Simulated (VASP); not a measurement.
# RuCl (Pm-3m) in VASP: notebook

RuCl is run at these levels: PBE; tasks: single point.

Program: VASP 6.6.1. These are calculated values, not measurements. Logs are shortened: lines on timing, memory, paths and dates and some standing lists are left out, and cuts for length are marked.

## 1. The cell of the first run

Symmetry: Pm-3m, No. 221, cubic system. Conventional cell: a = 3.081 Å, b = 3.081 Å, c = 3.081 Å, α = 90.00°, β = 90.00°, γ = 90.00°. Within 3.5 Å of Ru (site symmetry m-3m) lie 8 Cl at 2.67 Å and 6 Ru at 3.08 Å. Within 3.5 Å of Cl (site symmetry m-3m) lie 8 Ru at 2.67 Å and 6 Cl at 3.08 Å.

## 2. Single point, PBE, collinear spin, ferromagnetic start

The input, INCAR:

```
SYSTEM = RuCl
  PREC = Accurate
  ENCUT = 520
  EDIFF = 1E-6
  ISMEAR = 0
  SIGMA = 0.1
  LREAL = .FALSE.
  LASPH = .TRUE.
  NELM = 150
  ALGO = Normal
  ISIF = 2
  LWAVE = .FALSE.
  LCHARG = .FALSE.
  ISPIN = 2
  MAGMOM = 1 0
  LORBIT = 11
  LMAXMIX = 4
  GGA = PE
  NBANDS = 22
```

The input, KPOINTS:

```
regular mesh
0
G
  6 6 6
  0 0 0
```

The input, POSCAR:

```
RuCl
1.0
    3.0807170346      0.0000000000      0.0000000000
    0.0000000000      3.0807170346      0.0000000000
    0.0000000000      0.0000000000      3.0807170346
Ru Cl
1 1
Direct
    0.5000000000      0.5000000000      0.5000000000
    0.0000000000      0.0000000000      0.0000000000
```

Potentials or basis: VASP PAW PBE potentials, release 64 (Ru_pv, Cl).

Started as:

```sh
$ cat potpaw_PBE.64/Ru_pv/POTCAR potpaw_PBE.64/Cl/POTCAR > POTCAR
$ mpirun -np 1 vasp_std > vasp.out
```

OUTCAR:

```text
SYSTEM = RuCl
   PREC = Accurate
   ENCUT = 520
   EDIFF = 1E-6
   ISMEAR = 0
   LREAL = .FALSE.
   LASPH = .TRUE.
   NELM = 150
   ISIF = 2
   ISPIN = 2
   LORBIT = 11
   GGA = PE

 ion  position               nearest neighbor table
   1  0.500  0.500  0.500-   2 2.67   2 2.67   2 2.67   2 2.67   2 2.67   2 2.67   2 2.67   2 2.67

   2  0.000  0.000  0.000-   1 2.67   1 2.67   1 2.67   1 2.67   1 2.67   1 2.67   1 2.67   1 2.67

  LATTYP: Found a simple cubic cell.
 ALAT       =     3.0807170346

  Lattice vectors:

 A1 = (   3.0807170346,   0.0000000000,   0.0000000000)
 A2 = (   0.0000000000,   3.0807170346,   0.0000000000)
 A3 = (   0.0000000000,   0.0000000000,   3.0807170346)

Analysis of symmetry for initial positions (statically):
=====================================================================
 Subroutine PRICEL returns:
 Original cell was already a primitive cell.

 Routine SETGRP: Setting up the symmetry group for a
 simple cubic supercell.

 Subroutine GETGRP returns: Found 48 space group operations
 (whereof 48 operations were pure point group operations)
 out of a pool of 48 trial point group operations.

The static configuration has the point symmetry O_h .

Analysis of symmetry for dynamics (positions and initial velocities):
=====================================================================
 Subroutine PRICEL returns:
 Original cell was already a primitive cell.

 Routine SETGRP: Setting up the symmetry group for a
 simple cubic supercell.

 Subroutine GETGRP returns: Found 48 space group operations
 (whereof 48 operations were pure point group operations)
 out of a pool of 48 trial point group operations.

The dynamic configuration has the point symmetry O_h .

Analysis of structural, dynamic, and magnetic symmetry:
=====================================================================
 Subroutine PRICEL returns:
 Original cell was already a primitive cell.

 Routine SETGRP: Setting up the symmetry group for a
 simple cubic supercell.

 Subroutine GETGRP returns: Found 48 space group operations
 (whereof 48 operations were pure point group operations)
 out of a pool of 48 trial point group operations.

The overall configuration has the point symmetry O_h .

 Subroutine INISYM returns: Found 48 space group operations
 (whereof 48 operations are pure point group operations),
 and found     1 'primitive' translations

----------------------------------------------------------------------------------------

                                     Primitive cell

  volume of cell :      29.2385

  direct lattice vectors                    reciprocal lattice vectors
     3.080717035  0.000000000  0.000000000     0.324599757  0.000000000  0.000000000
     0.000000000  3.080717035  0.000000000     0.000000000  0.324599757  0.000000000
     0.000000000  0.000000000  3.080717035     0.000000000  0.000000000  0.324599757

  length of vectors
     3.080717035  3.080717035  3.080717035     0.324599757  0.324599757  0.324599757

  position of ions in fractional coordinates (direct lattice)
     0.500000000  0.500000000  0.500000000
     0.000000000  0.000000000  0.000000000

  ion indices of the primitive-cell ions
   primitive index   ion index
                 1           1
                 2           2

----------------------------------------------------------------------------------------

 KPOINTS: regular mesh

Automatic generation of k-mesh.
 Grid dimensions read from file:
 generate k-points for:    6    6    6

 Generating k-lattice:

  Cartesian coordinates                     Fractional coordinates (reciprocal lattice)
     0.054099959  0.000000000  0.000000000     0.166666667  0.000000000  0.000000000
     0.000000000  0.054099959  0.000000000     0.000000000  0.166666667  0.000000000
     0.000000000  0.000000000  0.054099959     0.000000000  0.000000000  0.166666667

  Length of vectors
     0.054099959  0.054099959  0.054099959

  Shift w.r.t. Gamma in fractional coordinates (k-lattice)
     0.000000000  0.000000000  0.000000000

 Subroutine IBZKPT returns following result:
 ===========================================

 Found     20 irreducible k-points:

 Following reciprocal coordinates:
            Coordinates               Weight
  0.000000  0.000000  0.000000      1.000000
  0.166667  0.000000  0.000000      6.000000
  0.333333  0.000000  0.000000      6.000000
  0.500000  0.000000  0.000000      3.000000
  0.166667  0.166667  0.000000     12.000000
  0.333333  0.166667  0.000000     24.000000
[... 12 lines left out ...]
  0.500000  0.500000  0.333333      6.000000
  0.500000  0.500000  0.500000      1.000000
   k-points           NKPTS =     20   k-points in BZ     NKDIM =     20   number of bands    NBANDS=     22
   number of dos      NEDOS =    301   number of ions     NIONS =      2
   total plane-waves  NPLWV =  13824
   dimension x,y,z NGX =    24 NGY =   24 NGZ =   24
   dimension x,y,z NGXF=    48 NGYF=   48 NGZF=   48
   ions per type =               1   1
   NGX,Y,Z   is equivalent  to a cutoff of  12.95, 12.95, 12.95 a.u.
   NGXF,Y,Z  is equivalent  to a cutoff of  25.90, 25.90, 25.90 a.u.
 SYSTEM =  RuCl
   PREC   = accura    normal or accurate (medium, high low for compatibility)
   ISTART =      0    job   : 0-new  1-cont  2-samecut
   ICHARG =      2    charge: 1-file 2-atom 10-const
   ISPIN  =      2    spin polarized calculation?
   LNONCOLLINEAR =      F non collinear calculations
   LSORBIT =      F    spin-orbit coupling
   LASPH  =      T    aspherical Exc in radial PAW
   ENCUT  =  520.0 eV  38.22 Ry    6.18 a.u.   5.73  5.73  5.73*2*pi/ulx,y,z
   NELM   =    150;   NELMIN=  2; NELMDL= -5     # of ELM steps
   EDIFF  = 0.1E-05   stopping-criterion for ELM
   LREAL  =      F    real-space projection
   EDIFFG = 0.1E-04   stopping-criterion for IOM
   NSW    =      0    number of steps for IOM
   IBRION =     -1    ionic relax: 0-MD 1-quasi-New 2-CG
   NFREE  =      0    steps in history (QN), initial steepest desc. (CG)
   ISIF   =      2    stress and relaxation
   ISYM   =      2    0-nonsym 1-usesym 2-fastsym
   POTIM  = 0.5000    time-step for ionic-motion
   TEBEG  =    0.0;   TEEND  =   0.0 temperature during run
   PSTRESS=    0.0 pullay stress
   NELECT =      21.0000    total number of electrons
   NUPDOWN=      -1.0000    fix difference up-down
   EMIN   =  10.00;   EMAX   =-10.00  energy-range for DOS
   EFERMI =   0.00;   METHOD = LEGACY
   ISMEAR =     0;   SIGMA  =   0.10  broadening in eV -4-tet -1-fermi 0-gaus
   EFERMI_NEDOS =   21; number of points for ismear=-14 and -15
   IALGO  =     38    algorithm
   IMIX   =      4    mixing-type and parameters
     AMIX     =   0.40;   BMIX     =  1.00
     AMIX_MAG =   1.60;   BMIX_MAG =  1.00
  volume/ion in A,a.u.               =      14.62        98.66
  Fermi-wavevector in a.u.,A,eV,Ry     =   1.466097  2.770522 29.244923  2.149441
  Thomas-Fermi vector in A             =   2.581875
   LORBIT       =     11    0 simple, 1 ext, 2 COOP (PROOUT), +10 PAW based schemes
   GGA     = PE    functional components
   LHFCALC =     F    Hartree Fock is set to
   AEXX    =    0.0000 exact exchange contribution
   IVDW    =     0    specifies the selected vdW correction
   LEPSILON=     F    determine dielectric tensor
   LRPA    =     F    only Hartree local field effects (RPA)
 spin polarized calculation
 Gauss-broadening in eV      SIGMA  =   0.10
  energy-cutoff  :      520.00
  volume of cell :       29.24
 maximum number of plane-waves:       840
 NGX is ok and might be reduce to    24
   NGX = 11   NGY = 11   NGZ = 11

 number of electron      21.0000014 magnetization       0.0046264

 number of electron      21.0000014 magnetization      -0.0011715

 Free energy of the ion-electron system (eV)
  ---------------------------------------------------
  ext. energy  EPLUGINS =         0.00000000
  ---------------------------------------------------
  free energy    TOTEN  =        -9.04721552 eV

  energy without entropy =       -9.03801905  energy(sigma->0) =       -9.04261729

 E-fermi :  10.6118     XC(G=0): -12.5463

 val. band max:       10.5731560599   @ k =   0.5000   0.5000   0.1667
 cond. band min:      10.6486921099   @ k =   0.5000   0.1667   0.0000
 fundamental gap:      0.0755360499
 Fermi energy:        10.6117626430

 spin component 1

 k-point     1 :       0.0000    0.0000    0.0000
  band No.  band energies     occupation
      1     -31.7411      1.00000
      2     -31.7411      1.00000
      3     -31.7411      1.00000
      4      -8.3978      1.00000
      5       6.0328      1.00000
      6       6.0328      1.00000
[... 14 lines left out ...]
     21      27.0976      0.00000
     22      27.0976      0.00000

 k-point     2 :       0.1667    0.0000    0.0000
  band No.  band energies     occupation
      1     -31.7794      1.00000
      2     -31.7377      1.00000
      3     -31.7377      1.00000
      4      -8.1716      1.00000
      5       4.1702      1.00000
      6       5.8066      1.00000
[... 14 lines left out ...]
     21      29.6278      0.00000
     22      29.6322      0.00000

 k-point     3 :       0.3333    0.0000    0.0000
  band No.  band energies     occupation
      1     -31.8553      1.00000
      2     -31.7310      1.00000
      3     -31.7310      1.00000
      4      -7.6573      1.00000
      5       2.0587      1.00000
      6       5.4113      1.00000
[... 14 lines left out ...]
     21      29.8420      0.00000
     22      32.2983      0.00000
[... 376 lines left out ...]
 k-point    19 :       0.5000    0.5000    0.3333
  band No.  band energies     occupation
      1     -31.8592      1.00000
      2     -31.8592      1.00000
      3     -31.8202      1.00000
      4      -6.3153      1.00000
      5       2.4008      1.00000
      6       2.4008      1.00000
[... 14 lines left out ...]
     21      29.6207      0.00000
     22      32.1067      0.00000

 k-point    20 :       0.5000    0.5000    0.5000
  band No.  band energies     occupation
      1     -31.8548      1.00000
      2     -31.8548      1.00000
      3     -31.8548      1.00000
      4      -6.0627      1.00000
      5       2.2275      1.00000
      6       2.2275      1.00000
[... 14 lines left out ...]
     21      30.9233      0.00000
     22      30.9233      0.00000
 Fermi energy:        10.6117626430

 spin component 2

 k-point     1 :       0.0000    0.0000    0.0000
  band No.  band energies     occupation
      1     -31.7419      1.00000
      2     -31.7419      1.00000
      3     -31.7419      1.00000
      4      -8.3979      1.00000
      5       6.0327      1.00000
      6       6.0327      1.00000
[... 14 lines left out ...]
     21      27.0973      0.00000
     22      27.0973      0.00000

 k-point     2 :       0.1667    0.0000    0.0000
  band No.  band energies     occupation
      1     -31.7802      1.00000
      2     -31.7386      1.00000
      3     -31.7386      1.00000
      4      -8.1717      1.00000
      5       4.1700      1.00000
      6       5.8065      1.00000
[... 14 lines left out ...]
     21      29.6276      0.00000
     22      29.6301      0.00000

 k-point     3 :       0.3333    0.0000    0.0000
  band No.  band energies     occupation
      1     -31.8562      1.00000
      2     -31.7319      1.00000
      3     -31.7319      1.00000
      4      -7.6574      1.00000
      5       2.0586      1.00000
      6       5.4111      1.00000
[... 14 lines left out ...]
     21      29.8417      0.00000
     22      32.2981      0.00000
[... 376 lines left out ...]
 k-point    19 :       0.5000    0.5000    0.3333
  band No.  band energies     occupation
      1     -31.8600      1.00000
      2     -31.8600      1.00000
      3     -31.8210      1.00000
      4      -6.3154      1.00000
      5       2.4007      1.00000
      6       2.4007      1.00000
[... 14 lines left out ...]
     21      29.6205      0.00000
     22      32.1066      0.00000

 k-point    20 :       0.5000    0.5000    0.5000
  band No.  band energies     occupation
      1     -31.8556      1.00000
      2     -31.8556      1.00000
      3     -31.8556      1.00000
      4      -6.0628      1.00000
      5       2.2273      1.00000
      6       2.2273      1.00000
[... 14 lines left out ...]
     21      30.9232      0.00000
     22      30.9232      0.00000

------------------------ aborting loop because EDIFF is reached ----------------------------------------

  FORCE on cell =-STRESS in cart. coord.  units (eV):
  Direction    XX          YY          ZZ          XY          YZ          ZX
  --------------------------------------------------------------------------------------
  -------------------------------------------------------------------------------------
  Total        0.0259936      0.0259936      0.0259936     -0.0000000     -0.0000000      0.0000000
  in kB        1.4243659      1.4243659      1.4243659     -0.0000000     -0.0000000      0.0000000
  external PRESSURE =       1.4243659 kB  Pullay stress =       0.0000000 kB

 VOLUME and BASIS-vectors are now :
 -----------------------------------------------------------------------------
  energy-cutoff  :      520.00
  volume of cell :       29.24
      direct lattice vectors                 reciprocal lattice vectors
     3.080717035  0.000000000  0.000000000     0.324599757  0.000000000  0.000000000
     0.000000000  3.080717035  0.000000000     0.000000000  0.324599757  0.000000000
     0.000000000  0.000000000  3.080717035     0.000000000  0.000000000  0.324599757

 POSITION                                       TOTAL-FORCE (eV/Angst)
 -----------------------------------------------------------------------------------
      1.54036      1.54036      1.54036         0.000000      0.000000      0.000000
      0.00000      0.00000      0.00000         0.000000      0.000000      0.000000
 -----------------------------------------------------------------------------------
    total drift:                                0.000000     -0.000000     -0.000000

  FREE ENERGIE OF THE ION-ELECTRON SYSTEM (eV)
  ---------------------------------------------------
  free  energy   TOTEN  =        -9.0472155196 eV

  energy  without entropy=       -9.0380190518  energy(sigma->0) =       -9.04261729

 total charge

# of ion       s       p       d       tot
------------------------------------------
    1        0.196   6.123   6.122  12.441
    2        1.641   3.321   0.000   4.962
--------------------------------------------------
tot          1.837   9.444   6.122  17.403

 magnetization (x)

# of ion       s       p       d       tot
------------------------------------------
    1        0.000  -0.000  -0.001  -0.001
    2       -0.000  -0.000   0.000  -0.000
--------------------------------------------------
tot         -0.000  -0.000  -0.001  -0.001
```

It took 8.2 s on 1 thread of Intel Xeon 6975P-C (Granite Rapids), shared host; peak memory 0.15 GiB.

Results:

```
Free energy                                           : -9.0472 eV
Pressure                                              : 0.1 GPa
Net moment                                            : 0.00 μB per cell
Valence electrons inside the program's atomic spheres : Ru 12.44; Cl 4.96
```

(Continued in part 2 of 2.)
